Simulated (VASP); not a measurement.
Si3N4:

```
Si N
1.0
     0.00000    3.89462    3.89462
     3.89462    0.00000    3.89462
     3.89462    3.89462    0.00000
Si N
6 8
Direct
  0.12500 0.12500 0.62500
  0.12500 0.62500 0.12500
  0.62500 0.12500 0.12500
  0.12500 0.12500 0.12500
  0.75000 0.75000 0.75000
  0.50000 0.50000 0.50000
  0.36754 0.36754 0.36754
  0.35263 0.88246 0.88246
  0.88246 0.88246 0.35263
  0.88246 0.35263 0.88246
  0.36754 0.36754 0.89737
  0.36754 0.89737 0.36754
  0.88246 0.88246 0.88246
  0.89737 0.36754 0.36754
```

| Item | Value |
| --- | --- |
| Program | VASP 6.6.1 |
| Task | relaxation of cell and atoms |
| Functional | PBE |
| Dispersion | D3(BJ) |
| Potentials or basis | VASP PAW PBE potentials, release 64 (Si, N) |
| Cutoff | 600 eV |
| k mesh | 6 × 6 × 6 |
| Occupations | gaussian, width 0.02 eV |
| Spin | no spin polarisation |

At the start: pressure -6.4 GPa; volume 8.44 Å³/atom.

Q: Where does the relaxation end?

A: Over 8 steps the energy falls by 3.7 meV/atom and the volume is 8.26 Å³/atom (-2.1 %); space group Fd-3m (No. 227, to 0.1 Å) before and after.

Step by step:
| step | energy change (eV) | largest force (eV/Å) | pressure (GPa) | volume (Å³) |
| --- | --- | --- | --- | --- |
| 1 | 0.0000 | 0.0118 | -6.41 | 118.15 |
| 2 | 0.0344 | 0.1651 | 9.03 | 112.46 |
| 3 | -0.0518 | 0.0780 | -0.03 | 115.62 |
| 4 | -0.0518 | 0.0793 | 0.11 | 115.57 |
| 5 | -0.0517 | 0.0830 | 0.10 | 115.52 |
| 6 | -0.0523 | 0.0032 | 0.10 | 115.55 |
| 7 | -0.0523 | 0.0002 | 0.10 | 115.55 |
| 8 | -0.0523 | 0.0026 | -0.08 | 115.62 |

Final structure:
```
Si N
1.0
     0.00000    3.86664    3.86664
     3.86664    0.00000    3.86664
     3.86664    3.86664    0.00000
Si N
6 8
Direct
  0.12500 0.12500 0.62500
  0.12500 0.62500 0.12500
  0.62500 0.12500 0.12500
  0.12500 0.12500 0.12500
  0.75000 0.75000 0.75000
  0.50000 0.50000 0.50000
  0.36769 0.36769 0.36769
  0.35306 0.88231 0.88231
  0.88231 0.88231 0.35306
  0.88231 0.35306 0.88231
  0.36769 0.36769 0.89694
  0.36769 0.89694 0.36769
  0.88231 0.88231 0.88231
  0.89694 0.36769 0.36769
```
